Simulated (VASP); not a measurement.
# MoS (Fm-3m) in VASP: notebook

MoS is run at these levels: PBE; tasks: single point, relaxation of cell and atoms.

All numbers are computed with VASP 6.6.1; they aren't measurements. Logs are shortened: lines on timing, memory, paths and dates and some standing lists are left out, and cuts for length are marked.

### Step 1. The cell of the first run

Symmetry: Fm-3m, No. 225, cubic system. The conventional cell has a = 4.961 Å, b = 4.961 Å, c = 4.961 Å, α = 90.00°, β = 90.00°, γ = 90.00°. Mo (site symmetry m-3m) has 6 S at 2.48 Å within 3.3 Å. S (site symmetry m-3m) has 6 Mo at 2.48 Å within 3.3 Å.

### Step 2. Single point, PBE, collinear spin, ferromagnetic start

The input, INCAR:

```
SYSTEM = MoS
PREC = Accurate ; ENCUT = 520
EDIFF = 1E-7 ; ISMEAR = 0
SIGMA = 0.1 ; LREAL = .False.
LASPH = .True. ; NELM = 150
ALGO = Normal ; ISIF = 2
LWAVE = .False. ; LCHARG = .False.
ISPIN = 2 ; MAGMOM = 1 0
LORBIT = 11 ; LMAXMIX = 4
GGA = PE ; NBANDS = 21
```

The input, KPOINTS:

```
Automatic mesh
0
Gamma
  6 6 6
  0 0 0
```

The input, POSCAR:

```
MoS
1.0
    0.0000000000      2.4804599030      2.4804599030
    2.4804599030      0.0000000000      2.4804599030
    2.4804599030      2.4804599030      0.0000000000
Mo S
1 1
Direct
    0.5000000000      0.5000000000      0.5000000000
    0.0000000000      0.0000000000      0.0000000000
```

Potentials or basis: VASP PAW PBE potentials, release 64 (Mo_sv, S).

The run is started by

```bash
cat potpaw_PBE.64/Mo_sv/POTCAR potpaw_PBE.64/S/POTCAR > POTCAR
mpirun -np 1 vasp_std > vasp.out
```

OUTCAR:

```text
SYSTEM = MoS
   PREC = Accurate
   ENCUT = 520
   EDIFF = 1E-7
   ISMEAR = 0
   LREAL = .False.
   LASPH = .True.
   NELM = 150
   ISIF = 2
   ISPIN = 2
   LORBIT = 11
   GGA = PE

 ion  position               nearest neighbor table
   1  0.500  0.500  0.500-   2 2.48   2 2.48   2 2.48   2 2.48   2 2.48   2 2.48
   2  0.000  0.000  0.000-   1 2.48   1 2.48   1 2.48   1 2.48   1 2.48   1 2.48

  LATTYP: Found a face centered cubic cell.
 ALAT       =     4.9609198060

  Lattice vectors:

 A1 = (   0.0000000000,   2.4804599030,   2.4804599030)
 A2 = (   2.4804599030,   0.0000000000,   2.4804599030)
 A3 = (   2.4804599030,   2.4804599030,   0.0000000000)

Analysis of symmetry for initial positions (statically):
=====================================================================
 Subroutine PRICEL returns:
 Original cell was already a primitive cell.

 Routine SETGRP: Setting up the symmetry group for a
 face centered cubic supercell.

 Subroutine GETGRP returns: Found 48 space group operations
 (whereof 48 operations were pure point group operations)
 out of a pool of 48 trial point group operations.

The static configuration has the point symmetry O_h .

Analysis of symmetry for dynamics (positions and initial velocities):
=====================================================================
 Subroutine PRICEL returns:
 Original cell was already a primitive cell.

 Routine SETGRP: Setting up the symmetry group for a
 face centered cubic supercell.

 Subroutine GETGRP returns: Found 48 space group operations
 (whereof 48 operations were pure point group operations)
 out of a pool of 48 trial point group operations.

The dynamic configuration has the point symmetry O_h .

Analysis of structural, dynamic, and magnetic symmetry:
=====================================================================
 Subroutine PRICEL returns:
 Original cell was already a primitive cell.

 Routine SETGRP: Setting up the symmetry group for a
 face centered cubic supercell.

 Subroutine GETGRP returns: Found 48 space group operations
 (whereof 48 operations were pure point group operations)
 out of a pool of 48 trial point group operations.

The overall configuration has the point symmetry O_h .

 Subroutine INISYM returns: Found 48 space group operations
 (whereof 48 operations are pure point group operations),
 and found     1 'primitive' translations

----------------------------------------------------------------------------------------

                                     Primitive cell

  volume of cell :      30.5230

  direct lattice vectors                    reciprocal lattice vectors
     0.000000000  2.480459903  2.480459903    -0.201575522  0.201575522  0.201575522
     2.480459903  0.000000000  2.480459903     0.201575522 -0.201575522  0.201575522
     2.480459903  2.480459903  0.000000000     0.201575522  0.201575522 -0.201575522

  length of vectors
     3.507900036  3.507900036  3.507900036     0.349139046  0.349139046  0.349139046

  position of ions in fractional coordinates (direct lattice)
     0.500000000  0.500000000  0.500000000
     0.000000000  0.000000000  0.000000000

  ion indices of the primitive-cell ions
   primitive index   ion index
                 1           1
                 2           2

----------------------------------------------------------------------------------------

 KPOINTS: Automatic mesh

Automatic generation of k-mesh.
 Grid dimensions read from file:
 generate k-points for:    6    6    6

 Generating k-lattice:

  Cartesian coordinates                     Fractional coordinates (reciprocal lattice)
    -0.033595920  0.033595920  0.033595920     0.166666667  0.000000000  0.000000000
     0.033595920 -0.033595920  0.033595920     0.000000000  0.166666667  0.000000000
     0.033595920  0.033595920 -0.033595920     0.000000000  0.000000000  0.166666667

  Length of vectors
     0.058189841  0.058189841  0.058189841

  Shift w.r.t. Gamma in fractional coordinates (k-lattice)
     0.000000000  0.000000000  0.000000000

 Subroutine IBZKPT returns following result:
 ===========================================

 Found     16 irreducible k-points:

 Following reciprocal coordinates:
            Coordinates               Weight
  0.000000  0.000000  0.000000      1.000000
  0.166667  0.000000  0.000000      8.000000
  0.333333  0.000000  0.000000      8.000000
  0.500000  0.000000  0.000000      4.000000
  0.166667  0.166667  0.000000      6.000000
  0.333333  0.166667  0.000000     24.000000
[... 8 lines left out ...]
 -0.333333  0.333333  0.166667     24.000000
 -0.333333  0.500000  0.166667     12.000000
   k-points           NKPTS =     16   k-points in BZ     NKDIM =     16   number of bands    NBANDS=     21
   number of dos      NEDOS =    301   number of ions     NIONS =      2
   total plane-waves  NPLWV =  21952
   dimension x,y,z NGX =    28 NGY =   28 NGZ =   28
   dimension x,y,z NGXF=    56 NGYF=   56 NGZF=   56
   ions per type =               1   1
   NGX,Y,Z   is equivalent  to a cutoff of  13.27, 13.27, 13.27 a.u.
   NGXF,Y,Z  is equivalent  to a cutoff of  26.54, 26.54, 26.54 a.u.
 SYSTEM =  MoS
   PREC   = accura    normal or accurate (medium, high low for compatibility)
   ISTART =      0    job   : 0-new  1-cont  2-samecut
   ICHARG =      2    charge: 1-file 2-atom 10-const
   ISPIN  =      2    spin polarized calculation?
   LNONCOLLINEAR =      F non collinear calculations
   LSORBIT =      F    spin-orbit coupling
   LASPH  =      T    aspherical Exc in radial PAW
   ENCUT  =  520.0 eV  38.22 Ry    6.18 a.u.   6.52  6.52  6.52*2*pi/ulx,y,z
   NELM   =    150;   NELMIN=  2; NELMDL= -5     # of ELM steps
   EDIFF  = 0.1E-06   stopping-criterion for ELM
   LREAL  =      F    real-space projection
   EDIFFG = 0.1E-05   stopping-criterion for IOM
   NSW    =      0    number of steps for IOM
   IBRION =     -1    ionic relax: 0-MD 1-quasi-New 2-CG
   NFREE  =      0    steps in history (QN), initial steepest desc. (CG)
   ISIF   =      2    stress and relaxation
   ISYM   =      2    0-nonsym 1-usesym 2-fastsym
   POTIM  = 0.5000    time-step for ionic-motion
   TEBEG  =    0.0;   TEEND  =   0.0 temperature during run
   PSTRESS=    0.0 pullay stress
   NELECT =      20.0000    total number of electrons
   NUPDOWN=      -1.0000    fix difference up-down
   EMIN   =  10.00;   EMAX   =-10.00  energy-range for DOS
   EFERMI =   0.00;   METHOD = LEGACY
   ISMEAR =     0;   SIGMA  =   0.10  broadening in eV -4-tet -1-fermi 0-gaus
   EFERMI_NEDOS =   21; number of points for ismear=-14 and -15
   IALGO  =     38    algorithm
   IMIX   =      4    mixing-type and parameters
     AMIX     =   0.40;   BMIX     =  1.00
     AMIX_MAG =   1.60;   BMIX_MAG =  1.00
  volume/ion in A,a.u.               =      15.26       102.99
  Fermi-wavevector in a.u.,A,eV,Ry     =   1.421923  2.687044 27.509128  2.021864
  Thomas-Fermi vector in A             =   2.542681
   LORBIT       =     11    0 simple, 1 ext, 2 COOP (PROOUT), +10 PAW based schemes
   GGA     = PE    functional components
   LHFCALC =     F    Hartree Fock is set to
   AEXX    =    0.0000 exact exchange contribution
   IVDW    =     0    specifies the selected vdW correction
   LEPSILON=     F    determine dielectric tensor
   LRPA    =     F    only Hartree local field effects (RPA)
 spin polarized calculation
 Gauss-broadening in eV      SIGMA  =   0.10
  energy-cutoff  :      520.00
  volume of cell :       30.52
 maximum number of plane-waves:       869
 NGX is ok and might be reduce to    28
   NGX = 13   NGY = 13   NGZ = 13

 number of electron      20.0000003 magnetization       0.5152886

 Free energy of the ion-electron system (eV)
  ---------------------------------------------------
  ext. energy  EPLUGINS =         0.00000000
  ---------------------------------------------------
  free energy    TOTEN  =       -14.63798829 eV

  energy without entropy =      -14.62537604  energy(sigma->0) =      -14.63168217

 E-fermi :  11.5513     XC(G=0): -12.2888

 val. band max:       11.5120278091   @ k =   0.3333   0.1667   0.0000
 cond. band min:      11.5801274897   @ k =  -0.3333   0.5000   0.1667
 fundamental gap:      0.0680996806
 Fermi energy:        11.5512978983

 spin component 1

 k-point     1 :       0.0000    0.0000    0.0000
  band No.  band energies     occupation
      1     -50.1206      1.00000
      2     -24.2059      1.00000
      3     -24.2059      1.00000
      4     -24.2059      1.00000
      5      -4.8217      1.00000
      6       8.5204      1.00000
[... 13 lines left out ...]
     20      28.5889      0.00000
     21      29.0649      0.00000
[... 337 lines left out ...]
 k-point    16 :      -0.3333    0.5000    0.1667
  band No.  band energies     occupation
      1     -50.0991      1.00000
      2     -24.3538      1.00000
      3     -24.3022      1.00000
      4     -24.2806      1.00000
      5      -3.3307      1.00000
      6       4.9253      1.00000
[... 13 lines left out ...]
     20      26.4424      0.00000
     21      29.4280      0.00000
 Fermi energy:        11.5512978983

 spin component 2

 k-point     1 :       0.0000    0.0000    0.0000
  band No.  band energies     occupation
      1     -49.8053      1.00000
      2     -23.8597      1.00000
      3     -23.8597      1.00000
      4     -23.8597      1.00000
      5      -4.7907      1.00000
      6       8.5385      1.00000
[... 13 lines left out ...]
     20      28.7036      0.00000
     21      29.2936      0.00000
[... 337 lines left out ...]
 k-point    16 :      -0.3333    0.5000    0.1667
  band No.  band energies     occupation
      1     -49.7837      1.00000
      2     -24.0094      1.00000
      3     -23.9571      1.00000
      4     -23.9354      1.00000
      5      -3.3011      1.00000
      6       4.9811      1.00000
[... 13 lines left out ...]
     20      26.5625      0.00000
     21      29.5471      0.00000

------------------------ aborting loop because EDIFF is reached ----------------------------------------

  FORCE on cell =-STRESS in cart. coord.  units (eV):
  Direction    XX          YY          ZZ          XY          YZ          ZX
  --------------------------------------------------------------------------------------
  -------------------------------------------------------------------------------------
  Total        0.0113460      0.0113460      0.0113460     -0.0000000     -0.0000000      0.0000000
  in kB        0.5955627      0.5955627      0.5955627     -0.0000000     -0.0000000      0.0000000
  external PRESSURE =       0.5955627 kB  Pullay stress =       0.0000000 kB

 VOLUME and BASIS-vectors are now :
 -----------------------------------------------------------------------------
  energy-cutoff  :      520.00
  volume of cell :       30.52
      direct lattice vectors                 reciprocal lattice vectors
     0.000000000  2.480459903  2.480459903    -0.201575522  0.201575522  0.201575522
     2.480459903  0.000000000  2.480459903     0.201575522 -0.201575522  0.201575522
     2.480459903  2.480459903  0.000000000     0.201575522  0.201575522 -0.201575522

 POSITION                                       TOTAL-FORCE (eV/Angst)
 -----------------------------------------------------------------------------------
      2.48046      2.48046      2.48046        -0.000000      0.000000      0.000000
      0.00000      0.00000      0.00000         0.000000     -0.000000     -0.000000
 -----------------------------------------------------------------------------------
    total drift:                                0.000000      0.000000      0.000000

  FREE ENERGIE OF THE ION-ELECTRON SYSTEM (eV)
  ---------------------------------------------------
  free  energy   TOTEN  =       -14.6379882933 eV

  energy  without entropy=      -14.6253760389  energy(sigma->0) =      -14.63168217

 total charge

# of ion       s       p       d       tot
------------------------------------------
    1        2.215   6.117   4.061  12.394
    2        1.310   2.405   0.000   3.715
--------------------------------------------------
tot          3.526   8.522   4.061  16.108

 magnetization (x)

# of ion       s       p       d       tot
------------------------------------------
    1        0.007   0.004   0.465   0.476
    2        0.002  -0.007   0.000  -0.005
--------------------------------------------------
tot          0.009  -0.003   0.465   0.471
```

It took 14 s on 1 thread of Intel Xeon 6975P-C (Granite Rapids), shared host; peak memory 0.17 GiB.

Results:

```
Free energy                                           : -14.6380 eV
Pressure                                              : 0.1 GPa
Net moment                                            : 0.52 μB per cell
Site moments                                          : Mo +0.48; S -0.01 μB
Valence electrons inside the program's atomic spheres : Mo 12.39; S 3.71
```

Caveat: the k points lie up to 0.37 Å⁻¹ apart.

### Step 3. Single point, PBE, collinear spin, ferromagnetic start

This run uses another cell than the first one, of 18.06 Å³/atom, 1.183 times its volume.

The input, INCAR:

```
SYSTEM = MoS
PREC = Accurate
ENCUT = 520
EDIFF = 1E-6
ISMEAR = 0
SIGMA = 0.1
LREAL = .False.
LASPH = .True.
NELM = 150
ALGO = Normal
ISIF = 2
LWAVE = .False.
LCHARG = .False.
ISPIN = 2
MAGMOM = 1 0
LORBIT = 11
LMAXMIX = 4
GGA = PE
NBANDS = 21
```

The input, KPOINTS:

```
regular mesh
0
Gamma
  6 6 6
  0 0 0
```

The input, POSCAR:

```
MoS
1.0
    0.0000000000      2.6234515600      2.6234515600
    2.6234515600      0.0000000000      2.6234515600
    2.6234515600      2.6234515600      0.0000000000
Mo S
1 1
Direct
    0.5000000000      0.5000000000      0.5000000000
    0.0000000000      0.0000000000      0.0000000000
```

Potentials or basis: VASP PAW PBE potentials, release 64 (Mo_sv, S).

The run is started by

```bash
cat potpaw_PBE.64/Mo_sv/POTCAR potpaw_PBE.64/S/POTCAR > POTCAR
mpirun -np 1 vasp_std > vasp.out
```

Run time: 11 s. Hardware: 1 thread of Intel Xeon 6975P-C (Granite Rapids), shared host; peak memory 0.17 GiB.

It converged, with:

- Free energy: -14.2486 eV
- Pressure: -19.2 GPa
- Net moment: 0.60 μB per cell
- Site moments: Mo +0.56; S -0.01 μB
- Valence electrons inside the program's atomic spheres: Mo 12.14; S 3.64

Levels at points of the mesh, in eV from the Fermi level:
Spin up:
```
           k point  band 7  band 8  band 9  band 10  band 11  band 12  band 13  band 14
(0.00, 0.00, 0.00)   -2.76   -2.76   -1.92    -1.92    -1.92    -1.60    -1.60     2.08
(0.50, 0.00, 0.00)   -5.45   -5.45   -0.18    -0.18     0.33     2.65     3.69     3.69
(0.50, 0.50, 0.00)   -3.93   -3.93   -3.34    -0.82     0.33     0.33     1.08     2.45
```
Spin down:
```tsv
k point	band 7	band 8	band 9	band 10	band 11	band 12	band 13	band 14
(0.00, 0.00, 0.00)	-2.76	-2.76	-1.54	-1.54	-1.54	-1.27	-1.27	2.22
(0.50, 0.00, 0.00)	-5.32	-5.32	0.27	0.27	0.74	2.72	3.94	3.94
(0.50, 0.50, 0.00)	-3.92	-3.92	-3.04	-0.48	0.81	0.81	1.43	2.67
```

(Continued in part 2 of 2.)
